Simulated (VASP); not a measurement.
The system is Zr.

```
CELL_PARAMETERS angstrom
3.23200 0.00000 0.00000
-1.61600 2.79899 0.00000
0.00000 0.00000 5.14700
ATOMIC_POSITIONS crystal
Zr 0.66667 0.33333 0.75000
Zr 0.33333 0.66667 0.25000
```

- Program: VASP 6.6.1
- Task: relaxation of cell and atoms
- Functional: LDA
- Potentials or basis: VASP PAW LDA potentials, release 64 (Zr_sv)
- Cutoff: 600 eV
- k mesh: 9 × 9 × 5
- Occupations: fermi-dirac, width 0.05 eV
- Spin: no spin polarisation

At the start: pressure -6.0 GPa; volume 23.28 Å³/atom.

Q: Where does the relaxation end?

A: Over 6 steps the energy falls by 29.2 meV/atom and the volume is 21.81 Å³/atom (-6.3 %); space group P6_3/mmc (No. 194, to 0.05 Å).

The path:
| step | energy change (eV) | largest force (eV/Å) | pressure (GPa) | volume (Å³) |
| --- | --- | --- | --- | --- |
| 1 | 0.0000 | 0.0000 | -5.99 | 46.56 |
| 2 | 0.0035 | 0.0000 | 7.41 | 40.94 |
| 3 | -0.0568 | 0.0000 | -0.02 | 43.70 |
| 4 | -0.0568 | 0.0000 | 0.10 | 43.65 |
| 5 | -0.0580 | 0.0000 | 0.06 | 43.64 |
| 6 | -0.0583 | 0.0000 | 0.03 | 43.63 |

Final structure:
```
CELL_PARAMETERS angstrom
3.14488 0.00000 0.00000
-1.57244 2.72354 0.00000
0.00000 0.00000 5.09337
ATOMIC_POSITIONS crystal
Zr 0.66667 0.33333 0.75000
Zr 0.33333 0.66667 0.25000
```
